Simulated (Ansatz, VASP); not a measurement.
# Hf: VASP beside Ansatz

```
Hf
1.0
     3.17153    0.00000    0.00000
    -1.58576    2.74662    0.00000
     0.00000    0.00000   21.91062
Hf
3
Direct
  0.66667 0.33333 0.18256
  0.33333 0.66667 0.29466
  0.00000 0.00000 0.40668
```

Alike in both runs: task single point; functional PBE; k mesh 9 × 9 × 1; occupations gaussian, width 0.1 eV; no spin polarisation.

|  | VASP | Ansatz |
| --- | --- | --- |
| version | VASP 6.6.1 | Ansatz 0.2.0 |
| potentials or method | VASP PAW PBE potentials, release 64 (Hf_pv), cutoff 400 eV | scalar-relativistic, plane waves, PAW |
| valence electrons in the cell | 30 | 78 |

|  | VASP | Ansatz | Ansatz less VASP |
| --- | --- | --- | --- |
| gap on the k mesh at the Fermi level (eV) | none | none | - |
| rms of the force components (eV/Å) | 0.018 | 0.002 | -0.0160 |

Atom by atom the forces differ by 0.018 eV/Å (rms over components). A gap of «none» marks a metal or a gap that the smearing closes. The functional is the same, so the differences come from potentials, cutoffs and numerics. VASP's potentials hold 30 valence electrons a cell and Ansatz's 78, so a difference there can come from the potentials and not from the codes.

Neither program's run includes spin-orbit coupling.
